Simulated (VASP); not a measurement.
Crystal: CdTe.

```
CELL_PARAMETERS angstrom
0.00000 3.20500 3.20500
3.20500 0.00000 3.20500
3.20500 3.20500 0.00000
ATOMIC_POSITIONS crystal
Cd 0.00000 0.00000 0.00000
Te 0.25000 0.25000 0.25000
```

- Program: VASP 6.6.1
- Task: relaxation of cell and atoms
- Functional: PBE
- Potentials or basis: VASP PAW PBE potentials, release 64 (Cd, Te)
- Cutoff: 600 eV
- k mesh: 6 × 6 × 6
- Occupations: fermi-dirac, width 0.02 eV
- Spin: no spin polarisation

At the start: pressure 4.4 GPa; volume 32.92 Å³/atom.

How do energy, volume and symmetry change on relaxing?

Over 3 steps the energy falls by 42.3 meV/atom and the volume is 36.32 Å³/atom (+10.3 %); space group F-43m (No. 216, to 0.05 Å).

The path:
| step | energy change (eV) | largest force (eV/Å) | pressure (GPa) | volume (Å³) |
| --- | --- | --- | --- | --- |
| 1 | 0.0000 | 0.0000 | 4.37 | 65.84 |
| 2 | -0.0783 | 0.0000 | -0.93 | 74.78 |
| 3 | -0.0846 | 0.0000 | 0.02 | 72.63 |

Final structure:
```xyz
2
Lattice="0.0000 3.3115 3.3115 3.3115 0.0000 3.3115 3.3115 3.3115 0.0000" Properties=species:S:1:pos:R:3 pbc="T T T"
Cd    0.0000    0.0000    0.0000
Te    1.6558    1.6558    1.6558
```

Caveat: the volume moved by +10 % from the deposited cell, more than functionals usually miss.
